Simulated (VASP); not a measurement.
SmNbS3:

```
Sm Nb S
1.0
     4.68818    0.00000    0.00000
     0.00000    4.68818    0.00000
     0.00000    0.00000    4.68818
Sm Nb S
1 1 3
Direct
  0.00000 0.00000 0.00000
  0.50000 0.50000 0.50000
  0.00000 0.50000 0.50000
  0.50000 0.00000 0.50000
  0.50000 0.50000 0.00000
```

The cell was built from a structure type or drawn by symmetry, and may not be a known phase.

```yaml
Program: VASP 6.6.1
Task: relaxation of cell and atoms
Functional: PBE
Potentials_or_basis: VASP PAW PBE potentials, release 64 (Sm_3, Nb_sv, S), 4f in core
Cutoff: 500 eV
k_mesh: 4 × 4 × 4
Occupations: gaussian, width 0.1 eV
Spin: collinear spin
Starting_moments: "[0.06, 0.4, 0.03, 0.03, 0.03] μB"
```

At the start: pressure 6.0 GPa; volume 20.61 Å³/atom.

Where does the relaxation end?

Over 3 steps the energy falls by 20.8 meV/atom and the volume is 21.79 Å³/atom (+5.8 %); space group Pm-3m (No. 221, to 0.1 Å) before and after; moment 0.83 μB per cell.

The path:
| step | energy change (eV) | largest force (eV/Å) | pressure (GPa) | volume (Å³) |
| --- | --- | --- | --- | --- |
| 1 | 0.0000 | 0.0000 | 5.96 | 103.04 |
| 2 | -0.0154 | 0.0000 | -4.52 | 114.91 |
| 3 | -0.1042 | 0.0000 | -0.04 | 108.97 |

Final structure:
```cif
data_structure
_symmetry_space_group_name_H-M 'P 1'
_symmetry_Int_Tables_number 1
_cell_length_a 4.7764
_cell_length_b 4.7764
_cell_length_c 4.7764
_cell_angle_alpha 90.000
_cell_angle_beta 90.000
_cell_angle_gamma 90.000
_cell_volume 108.97
loop_
_atom_site_label
_atom_site_type_symbol
_atom_site_fract_x
_atom_site_fract_y
_atom_site_fract_z
_atom_site_occupancy
Sm1 Sm 0.00000 0.00000 0.00000 1
Nb1 Nb 0.50000 0.50000 0.50000 1
S1 S 0.00000 0.50000 0.50000 1
S2 S 0.50000 0.00000 0.50000 1
S3 S 0.50000 0.50000 0.00000 1
```

Caveat: the magnetic or orbital state may not be the lowest; the highest band is partly filled, so the run has too few bands.
